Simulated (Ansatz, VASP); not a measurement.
**Ir: VASP beside Ansatz**

```xyz
1
Lattice="-1.3457 1.3457 1.3457 1.3457 -1.3457 1.3457 1.3457 1.3457 -1.3457" Properties=species:S:1:pos:R:3 pbc="T T T"
Ir    0.0000    0.0000    0.0000
```

Change from the starting cell: volume scaled by 0.68, LAPW.

Alike in both runs: task single point; functional LDA; k mesh 20 × 20 × 20; occupations fermi-dirac, width 0.08 eV; no spin polarisation.

|  | VASP | Ansatz |
| --- | --- | --- |
| version | VASP 6.6.1 | Ansatz 0.2.0 |
| potentials or method | VASP PAW LDA potentials, release 64 (Ir), cutoff 520 eV | all-electron LAPW, scalar-relativistic |

Ansatz gave:

| Item | Value |
| --- | --- |
| pressure (GPa) | 348.2 |

Task: What did VASP give for the same quantities?

Result: Pressure (GPa): 361.0.

LDA's correlation is that of Perdew and Zunger in VASP and of Perdew and Wang (1992) in Ansatz. Both programs put the cell under a high pressure, so it lies far from rest at this level. Ansatz ran all-electron here, and VASP with PAW potentials.

Spin-orbit coupling is off throughout. Noted on VASP's run: the cell as given lies far from equilibrium.
